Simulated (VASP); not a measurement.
The system is KI.

```
K I
1.0
     4.97055    0.00000    0.00000
    -2.48528    4.30462    0.00000
     0.00000    0.00000    8.66828
K I
2 2
Direct
  0.00000 0.00000 0.00000
  0.00000 0.00000 0.50000
  0.33333 0.66667 0.25000
  0.66667 0.33333 0.75000
```

* Program: VASP 6.6.1
* Task: relaxation of cell and atoms
* Functional: PBEsol
* Potentials or basis: VASP PAW PBE potentials, release 64 (K_sv, I)
* Cutoff: 500 eV
* k mesh: 6 × 6 × 4
* Occupations: fermi-dirac, width 0.02 eV
* Spin: no spin polarisation

At the start: pressure -0.7 GPa; volume 46.37 Å³/atom.

Question: Where does the relaxation end?

Answer: Over 8 steps the energy falls by 7.5 meV/atom and the volume is 43.28 Å³/atom (-6.6 %); space group P6_3/mmc (No. 194, to 0.1 Å) before and after.

Step by step:
| step | energy change (eV) | largest force (eV/Å) | pressure (GPa) | volume (Å³) |
| --- | --- | --- | --- | --- |
| 1 | 0.0000 | 0.0000 | -0.71 | 185.47 |
| 2 | -0.0197 | 0.0000 | -0.43 | 180.00 |
| 3 | -0.0295 | 0.0000 | -0.04 | 173.64 |
| 4 | -0.0295 | 0.0000 | 0.00 | 173.02 |
| 5 | -0.0295 | 0.0000 | -0.01 | 173.26 |
| 6 | -0.0296 | 0.0000 | -0.01 | 173.23 |
| 7 | -0.0298 | 0.0000 | -0.01 | 173.16 |
| 8 | -0.0298 | 0.0000 | -0.01 | 173.14 |

Final structure:
```
CELL_PARAMETERS angstrom
4.84409 0.00000 0.00000
-2.42204 4.19510 0.00000
0.00000 0.00000 8.51997
ATOMIC_POSITIONS crystal
K 0.00000 0.00000 0.00000
K 0.00000 0.00000 0.50000
I 0.33333 0.66667 0.25000
I 0.66667 0.33333 0.75000
```

Caveat: the PAW data sets were made with another functional, which shifts forces and pressure a little.
